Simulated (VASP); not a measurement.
Write the native input for VASP 6.6.1 that does the following.

```yaml
Task: single point
Functional: PBE
Potentials_or_basis: VASP PAW PBE potentials, release 64 (Ga_d, O)
Cutoff: 520 eV
k_mesh: 6 × 6 × 6
Occupations: gaussian, width 0.05 eV
Spin: no spin polarisation
Dipole_correction: no
Further_INCAR_settings: ALGO = Normal; EDIFF = 1e-06; NBANDS = 55
```

The structure of Ga2O3 lies in POSCAR:

```
Ga2O3
1.0
    2.5287245564      1.4599598033      4.5410352127
   -2.5287245564      1.4599598033      4.5410352127
    0.0000000000     -2.9199196066      4.5410352127
Ga O
4 6
Direct
    0.3632092240      0.3632092240      0.3632092240
    0.1367907760      0.1367907760      0.1367907760
    0.6514717162      0.6514717162      0.6514717162
    0.8485282838      0.8485282838      0.8485282838
    0.5549162960      0.9450837040      0.2500000000
    0.2500000000      0.5549162960      0.9450837040
    0.9450837040      0.2500000000      0.5549162960
    0.4485696296      0.0514303704      0.7500000000
    0.7500000000      0.4485696296      0.0514303704
    0.0514303704      0.7500000000      0.4485696296
```

This cell differs from its parent crystal: atoms displaced along a vibrational mode.

One way to write it, as run:

INCAR

```
SYSTEM = Ga2O3
PREC = Accurate ; ENCUT = 520
EDIFF = 1E-6 ; ISMEAR = 0
SIGMA = 0.05 ; LREAL = .FALSE.
LASPH = .TRUE. ; NELM = 80
ALGO = Normal ; ISIF = 2
LWAVE = .FALSE. ; LCHARG = .FALSE.
GGA = PE ; NBANDS = 55
```

KPOINTS

```
Automatic mesh
0
G
  6 6 6
  0 0 0
```

Potentials or basis: VASP PAW PBE potentials, release 64 (Ga_d, O).

Command:

```console
$ cat potpaw_PBE.64/Ga_d/POTCAR potpaw_PBE.64/O/POTCAR > POTCAR
$ mpirun -np 1 vasp_std > vasp.out
```

It gave:

```
Pressure               : 2.2 GPa
Largest force          : 2.940 eV/Å
Band gap on the k mesh : 1.89 eV (least direct gap 1.91 eV)
```

Caveat: the cell differs from its parent crystal (atoms displaced along a vibrational mode); forces of over 1 eV/Å act on the atoms, so gaps and moduli don't describe the material at rest.

It took 3.6 min on 1 thread of Intel(R) Xeon(R) Platinum 8124M CPU @ 3.00GHz (Skylake/Cascade Lake), with other jobs on the host, peak memory 0.31 GiB.
